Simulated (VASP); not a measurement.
Input of a VASP 6.6.1 run:

File INCAR:

```
PREC = Accurate ; ENCUT = 520
EDIFF = 1E-6 ; ISMEAR = 0
SIGMA = 0.05 ; LREAL = F
LASPH = T ; NELM = 80
ALGO = Normal ; ISIF = 2
LWAVE = F ; LCHARG = F
GGA = PE ; NBANDS = 14
```

KPOINTS

```
Automatic mesh
0
Gamma
  8 8 8
```

Contents of POSCAR:

```
NaCl
1.0
    0.0000000000      3.0582900000      2.8317500000
    3.0582900000      0.0000000000      2.8317500000
    3.0582900000      3.0582900000      0.0000000000
Na Cl
1 1
Direct
    0.0000000000      0.0000000000      0.0000000000
    0.5000000000      0.5000000000      0.5000000000
```

Potentials or basis: VASP PAW PBE potentials, release 64 (Na_pv, Cl).

The run is started by

```console
$ cat potpaw_PBE.64/Na_pv/POTCAR potpaw_PBE.64/Cl/POTCAR > POTCAR
$ mpirun -np 1 vasp_std > vasp.out
```

What does it give for the pressure?

-2.2 GPa.

Estimate the band gap on the k mesh.

4.52 eV.

Stress tensor (GPa, compression positive):
```
-2.58  0.00  0.00
 0.00 -2.58  0.00
 0.00  0.00 -1.30
```

Caveat: the cell differs from its parent crystal (strain +0.080 along x and y, +0.000 along z). A k mesh can miss the band edges.
